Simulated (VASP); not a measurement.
# Mg (P6_3/mmc) in VASP: notebook

Runs on Mg. Level: PBEsol. Tasks: single point.

Everything below comes from runs of VASP 6.6.1. Logs are shortened: lines on timing, memory, paths and dates and some standing lists are left out, and cuts for length are marked.

## Step 1: The cell of the first run

Symmetry: P6_3/mmc, No. 194, hexagonal system. Conventional cell: a = 3.112 Å, b = 3.112 Å, c = 10.108 Å, α = 90.00°, β = 90.00°, γ = 120.00°. Mg (site symmetry -6m2) has 12 Mg at 3.10 to 3.11 Å within 4.1 Å. Mg (site symmetry -3m) has 12 Mg at 3.10 to 3.11 Å within 4.1 Å.

## Step 2: Single point, PBEsol

The input, INCAR:

```
SYSTEM = Mg
PREC     = Accurate       ! precision mode
ENCUT    = 520            ! plane-wave cutoff, eV
EDIFF    = 1E-6           ! SCF threshold, eV
ISMEAR   = -1             ! smearing method
SIGMA    = 0.05           ! smearing width, eV
LREAL    = .False.        ! projectors in reciprocal space
LASPH    = .True.         ! aspherical terms in the spheres
NELM     = 100            ! most SCF steps
ALGO     = Normal         ! electronic algorithm
ISIF     = 2              ! what is computed and relaxed
LWAVE    = .False.        ! write WAVECAR
LCHARG   = .True.         ! write CHGCAR
GGA      = PS             ! functional
LELF     = .True.         ! ELF
LVHAR    = .True.       
NBANDS   = 12             ! bands
```

The input, KPOINTS:

```
Automatic mesh
0
Gamma
  10 10 3
  0 0 0
```

The input, POSCAR:

```
Mg
1.0
    3.1119747816      0.0000000000      0.0000000000
   -1.5559873908      2.6950492168      0.0000000000
    0.0000000000      0.0000000000     10.1082138827
Mg
4
Direct
    0.6666666667      0.3333333333      0.7500000000
    0.0000000000      0.0000000000      0.5000000000
    0.3333333333      0.6666666667      0.2500000000
    0.0000000000      0.0000000000      0.0000000000
```

Potentials or basis: VASP PAW PBE potentials, release 64 (Mg).

The run is started by

```
$ cat potpaw_PBE.64/Mg/POTCAR > POTCAR
$ mpirun -np 1 vasp_std > vasp.out
```

OUTCAR:

```text
SYSTEM = Mg
   PREC = Accurate
   ENCUT = 520
   EDIFF = 1E-6
   ISMEAR = -1
   LREAL = .False.
   LASPH = .True.
   NELM = 100
   ISIF = 2
   GGA = PS

 ion  position               nearest neighbor table
   1  0.667  0.333  0.750-   2 3.10   4 3.10   2 3.10   4 3.10   2 3.10   4 3.10
   2  0.000  0.000  0.500-   1 3.10   3 3.10   3 3.10   1 3.10   1 3.10   3 3.10
   3  0.333  0.667  0.250-   2 3.10   4 3.10   2 3.10   4 3.10   2 3.10   4 3.10
   4  0.000  0.000  0.000-   1 3.10   3 3.10   3 3.10   1 3.10   1 3.10   3 3.10

  LATTYP: Found a hexagonal cell.
 ALAT       =     3.1119747816
 C/A-ratio  =     3.2481670297

  Lattice vectors:

 A1 = (   3.1119747816,   0.0000000000,   0.0000000000)
 A2 = (  -1.5559873908,   2.6950492168,   0.0000000000)
 A3 = (   0.0000000000,   0.0000000000,  10.1082138827)

Analysis of symmetry for initial positions (statically):
=====================================================================
 Subroutine PRICEL returns:
 Original cell was already a primitive cell.

 Routine SETGRP: Setting up the symmetry group for a
 hexagonal supercell.

 Subroutine GETGRP returns: Found 24 space group operations
 (whereof 12 operations were pure point group operations)
 out of a pool of 24 trial point group operations.

The static configuration has the point symmetry D_3d.
 The point group associated with its full space group is D_6h.

Analysis of symmetry for dynamics (positions and initial velocities):
=====================================================================
 Subroutine PRICEL returns:
 Original cell was already a primitive cell.

 Routine SETGRP: Setting up the symmetry group for a
 hexagonal supercell.

 Subroutine GETGRP returns: Found 24 space group operations
 (whereof 12 operations were pure point group operations)
 out of a pool of 24 trial point group operations.

The dynamic configuration has the point symmetry D_3d.
 The point group associated with its full space group is D_6h.

 Subroutine INISYM returns: Found 24 space group operations
 (whereof 12 operations are pure point group operations),
 and found     1 'primitive' translations

----------------------------------------------------------------------------------------

                                     Primitive cell

  volume of cell :      84.7768

  direct lattice vectors                    reciprocal lattice vectors
     3.111974782  0.000000000  0.000000000     0.321339365  0.185525369  0.000000000
    -1.555987391  2.695049217  0.000000000     0.000000000  0.371050738  0.000000000
     0.000000000  0.000000000 10.108213883     0.000000000  0.000000000  0.098929446

  length of vectors
[... 95 lines left out ...]
   TEBEG  =    0.0;   TEEND  =   0.0 temperature during run
   PSTRESS=    0.0 pullay stress
   NELECT =       8.0000    total number of electrons
   NUPDOWN=      -1.0000    fix difference up-down
   EMIN   =  10.00;   EMAX   =-10.00  energy-range for DOS
   EFERMI =   0.00;   METHOD = LEGACY
   ISMEAR =    -1;   SIGMA  =   0.05  broadening in eV -4-tet -1-fermi 0-gaus
   EFERMI_NEDOS =   21; number of points for ismear=-14 and -15
   IALGO  =     38    algorithm
   IMIX   =      4    mixing-type and parameters
     AMIX     =   0.40;   BMIX     =  1.00
     AMIX_MAG =   1.60;   BMIX_MAG =  1.00
  volume/ion in A,a.u.               =      21.19       143.03
  Fermi-wavevector in a.u.,A,eV,Ry     =   0.745325  1.408460  7.558166  0.555510
  Thomas-Fermi vector in A             =   1.840885
   LORBIT       =      0    0 simple, 1 ext, 2 COOP (PROOUT), +10 PAW based schemes
   GGA     = PS    functional components
   LHFCALC =     F    Hartree Fock is set to
   AEXX    =    0.0000 exact exchange contribution
   IVDW    =     0    specifies the selected vdW correction
   LEPSILON=     F    determine dielectric tensor
   LRPA    =     F    only Hartree local field effects (RPA)
 non-spin polarized calculation
  energy-cutoff  :      520.00
  volume of cell :       84.78
 maximum number of plane-waves:      2306
 NGX is ok and might be reduce to    24
   NGX = 11   NGY = 11   NGZ = 37

 number of electron       8.0000000 magnetization

 Free energy of the ion-electron system (eV)
  ---------------------------------------------------
  ext. energy  EPLUGINS =         0.00000000
  ---------------------------------------------------
  free energy    TOTEN  =        -6.82873046 eV

  energy without entropy =       -6.80876558  energy(sigma->0) =       -6.81874802

 E-fermi :   3.1250     XC(G=0):  -8.7884

 val. band max:        3.1237045922   @ k =   0.2000   0.1000   0.0000
 cond. band min:       3.1744570810   @ k =   0.3000   0.3000   0.3333
 fundamental gap:      0.0507524888
 Fermi energy:         3.1250243897

 k-point     1 :       0.0000    0.0000    0.0000
  band No.  band energies     occupation
      1      -4.2613      2.00000
      2      -2.7974      2.00000
      3      -2.7940      2.00000
      4       1.1990      2.00000
      5       1.7806      2.00000
      6       8.2768      0.00000
      7       8.2870      0.00000
      8      14.4557      0.00000
      9      14.4557      0.00000
     10      14.6033      0.00000
     11      14.6033      0.00000
     12      15.2088      0.00000
[... 331 lines left out ...]
 k-point    24 :       0.4000    0.1000    0.3333
  band No.  band energies     occupation
      1       0.1498      2.00000
      2       0.6098      2.00000
      3       2.0478      2.00000
      4       2.2259      2.00000
      5       2.8891      1.98231
      6       3.8388      0.00000
      7       4.5393      0.00000
      8       5.7663      0.00000
      9       7.2228      0.00000
     10       7.9836      0.00000
     11       8.7177      0.00000
     12       9.5293      0.00000

 [... further k-points ...]
[... 5 lines left out ...]
  --------------------------------------------------------------------------------------
  -------------------------------------------------------------------------------------
  Total        1.3437029      1.3437029      1.6773295      0.0000000      0.0000000      0.0000000
  in kB       25.3943232     25.3943232     31.6994530      0.0000000      0.0000000      0.0000000
  external PRESSURE =      27.4960331 kB  Pullay stress =       0.0000000 kB

 VOLUME and BASIS-vectors are now :
 -----------------------------------------------------------------------------
  energy-cutoff  :      520.00
  volume of cell :       84.78
      direct lattice vectors                 reciprocal lattice vectors
     3.111974782  0.000000000  0.000000000     0.321339365  0.185525369  0.000000000
    -1.555987391  2.695049217  0.000000000     0.000000000  0.371050738  0.000000000
     0.000000000  0.000000000 10.108213883     0.000000000  0.000000000  0.098929446

 POSITION                                       TOTAL-FORCE (eV/Angst)
 -----------------------------------------------------------------------------------
      1.55599      0.89835      7.58116         0.000000     -0.000000      0.000000
      0.00000      0.00000      5.05411        -0.000000      0.000000      0.000000
     -0.00000      1.79670      2.52705        -0.000000      0.000000     -0.000000
      0.00000      0.00000      0.00000        -0.000000      0.000000      0.000000
 -----------------------------------------------------------------------------------
    total drift:                                0.000000     -0.000000      0.000000

  FREE ENERGIE OF THE ION-ELECTRON SYSTEM (eV)
  ---------------------------------------------------
  free  energy   TOTEN  =        -6.8287304648 eV

  energy  without entropy=       -6.8087655833  energy(sigma->0) =       -6.81874802
```

OSZICAR:

```text
N       E                     dE             d eps       ncg     rms          rms(c)
DAV:   1     0.318348779939E+01    0.31835E+01   -0.25925E+03   672   0.472E+02
DAV:   2    -0.653019224638E+01   -0.97137E+01   -0.90685E+01   848   0.578E+01
DAV:   3    -0.686781574704E+01   -0.33762E+00   -0.33243E+00   916   0.786E+00
DAV:   4    -0.686994433659E+01   -0.21286E-02   -0.21271E-02   848   0.685E-01
DAV:   5    -0.686996569870E+01   -0.21362E-04   -0.21362E-04   880   0.742E-02    0.131E+00
DAV:   6    -0.684770766358E+01    0.22258E-01   -0.11223E-03   848   0.209E-01    0.832E-01
DAV:   7    -0.682874790371E+01    0.18960E-01   -0.43023E-03   764   0.374E-01    0.397E-02
DAV:   8    -0.682873214616E+01    0.15758E-04   -0.64572E-05   900   0.414E-02    0.799E-03
DAV:   9    -0.682873027222E+01    0.18739E-05   -0.29607E-06   840   0.879E-03    0.145E-03
DAV:  10    -0.682873046484E+01   -0.19262E-06   -0.42548E-07   580   0.218E-03
   1 F= -.68287305E+01 E0= -.68187480E+01  d E =-.199649E-01
```

stdout:

```text
POSCAR found type information on POSCAR Mg
 POSCAR found :  1 types and       4 ions
 scaLAPACK will be used
 -----------------------------------------------------------------------------
|                                                                             |
|                                                                             |
|     You enforced a specific xc type in the INCAR file but a different       |
|     I HOPE YOU KNOW WHAT YOU ARE DOING!                                     |
|                                                                             |
 -----------------------------------------------------------------------------

 LDA part: xc-table for (Slater+PW92), standard interpolation
 POSCAR, INCAR and KPOINTS ok, starting setup
 FFT: planning ... GRIDC
 FFT: planning ... GRID_SOFT
 FFT: planning ... GRID
 WAVECAR not read
 entering main loop
```

Run time: 33 s. Hardware: 1 thread of Intel Xeon 6975P-C, shared host; peak memory 0.2 GiB.

Results:

```yaml
Free_energy: -6.8287 eV
Pressure: 2.7 GPa
Band_gap_on_the_k_mesh: zero (band 4 reaches 3.64 eV, above the bottom of band 5 at 1.78 eV)
```

Caveat: the PAW data sets were made with another functional, which shifts forces and pressure a little.

## Step 3: Single point, PBEsol

This run uses another cell than the first one, of 21.65 Å³/atom, 1.021 times its volume.

The input, INCAR:

```
SYSTEM = Mg
PREC = Accurate ; ENCUT = 520
EDIFF = 1E-6 ; ISMEAR = -1
SIGMA = 0.05 ; LREAL = .FALSE.
LASPH = .TRUE. ; NELM = 60
ALGO = Normal ; ISIF = 2
LWAVE = .FALSE. ; LCHARG = .FALSE.
GGA = PS ; NBANDS = 12
```

The input, KPOINTS:

```
regular mesh
0
G
  10 10 3
  0 0 0
```

The input, POSCAR:

```
Mg
1.0
    3.1338908191      0.0000000000      0.0000000000
   -1.5669454095      2.7140290620      0.0000000000
    0.0000000000      0.0000000000     10.1794008330
Mg
4
Direct
    0.6666666667      0.3333333333      0.7500000000
    0.0000000000      0.0000000000      0.5000000000
    0.3333333333      0.6666666667      0.2500000000
    0.0000000000      0.0000000000      0.0000000000
```

Potentials or basis: VASP PAW PBE potentials, release 64 (Mg).

The run is started by

```
$ cat potpaw_PBE.64/Mg/POTCAR > POTCAR
$ mpirun -np 1 vasp_std > vasp.out
```

OUTCAR:

```text
SYSTEM = Mg
   PREC = Accurate
   ENCUT = 520
   EDIFF = 1E-6
   ISMEAR = -1
   LREAL = .FALSE.
   LASPH = .TRUE.
   NELM = 60
   ISIF = 2
   GGA = PS

 ion  position               nearest neighbor table
   1  0.667  0.333  0.750-   2 3.12   4 3.12   2 3.12   4 3.12   2 3.12   4 3.12
   2  0.000  0.000  0.500-   1 3.12   3 3.12   3 3.12   1 3.12   1 3.12   3 3.12
   3  0.333  0.667  0.250-   2 3.12   4 3.12   2 3.12   4 3.12   2 3.12   4 3.12
   4  0.000  0.000  0.000-   1 3.12   3 3.12   3 3.12   1 3.12   1 3.12   3 3.12

  LATTYP: Found a hexagonal cell.
 ALAT       =     3.1338908191
 C/A-ratio  =     3.2481670296

  Lattice vectors:

 A1 = (   3.1338908191,   0.0000000000,   0.0000000000)
 A2 = (  -1.5669454095,   2.7140290620,   0.0000000000)
 A3 = (   0.0000000000,   0.0000000000,  10.1794008330)

Analysis of symmetry for initial positions (statically):
=====================================================================
 Subroutine PRICEL returns:
 Original cell was already a primitive cell.

 Routine SETGRP: Setting up the symmetry group for a
 hexagonal supercell.

 Subroutine GETGRP returns: Found 24 space group operations
 (whereof 12 operations were pure point group operations)
[... 180 lines left out ...]
      2      -2.8386      2.00000
      3      -2.8360      2.00000
      4       1.1185      2.00000
      5       1.6644      2.00000
      6       8.0968      0.00000
      7       8.1067      0.00000
      8      14.2116      0.00000
      9      14.2116      0.00000
     10      14.3356      0.00000
     11      14.3356      0.00000
     12      14.9726      0.00000
[... 331 lines left out ...]
 k-point    24 :       0.4000    0.1000    0.3333
  band No.  band energies     occupation
      1       0.0706      2.00000
      2       0.5255      2.00000
      3       1.9496      2.00000
      4       2.1242      2.00000
      5       2.7666      1.98438
      6       3.7109      0.00000
      7       4.4067      0.00000
      8       5.6212      0.00000
      9       7.0659      0.00000
     10       7.8122      0.00000
     11       8.5105      0.00000
     12       9.3187      0.00000

 [... further k-points ...]
[... 5 lines left out ...]
  --------------------------------------------------------------------------------------
  -------------------------------------------------------------------------------------
  Total        0.8355967      0.8355967      1.2273046      0.0000000     -0.0000000      0.0000000
  in kB       15.4627499     15.4627499     22.7113196      0.0000000     -0.0000000      0.0000000
  external PRESSURE =      17.8789398 kB  Pullay stress =       0.0000000 kB

 VOLUME and BASIS-vectors are now :
 -----------------------------------------------------------------------------
  energy-cutoff  :      520.00
  volume of cell :       86.58
      direct lattice vectors                 reciprocal lattice vectors
     3.133890819  0.000000000  0.000000000     0.319092163  0.184227946  0.000000000
    -1.566945409  2.714029062  0.000000000     0.000000000  0.368455892  0.000000000
     0.000000000  0.000000000 10.179400833     0.000000000  0.000000000  0.098237609

 POSITION                                       TOTAL-FORCE (eV/Angst)
 -----------------------------------------------------------------------------------
      1.56695      0.90468      7.63455        -0.000000     -0.000000      0.000000
      0.00000      0.00000      5.08970        -0.000000      0.000000      0.000000
     -0.00000      1.80935      2.54485         0.000000      0.000000      0.000000
      0.00000      0.00000      0.00000        -0.000000      0.000000      0.000000
 -----------------------------------------------------------------------------------
    total drift:                                0.000000     -0.000000      0.000000

  FREE ENERGIE OF THE ION-ELECTRON SYSTEM (eV)
  ---------------------------------------------------
  free  energy   TOTEN  =        -6.8542397853 eV

  energy  without entropy=       -6.8347245777  energy(sigma->0) =       -6.84448218
```

Wall time 35 s (1 thread of Intel Xeon 6975P-C, shared host); peak memory 0.2 GiB.

What came out:

| Quantity | Value |
| --- | --- |
| Free energy | -6.8542 eV |
| Pressure | 1.8 GPa |
| Band gap on the k mesh | zero (band 4 reaches 3.53 eV, above the bottom of band 5 at 1.66 eV) |

Caveat: the PAW data sets were made with another functional, which shifts forces and pressure a little.
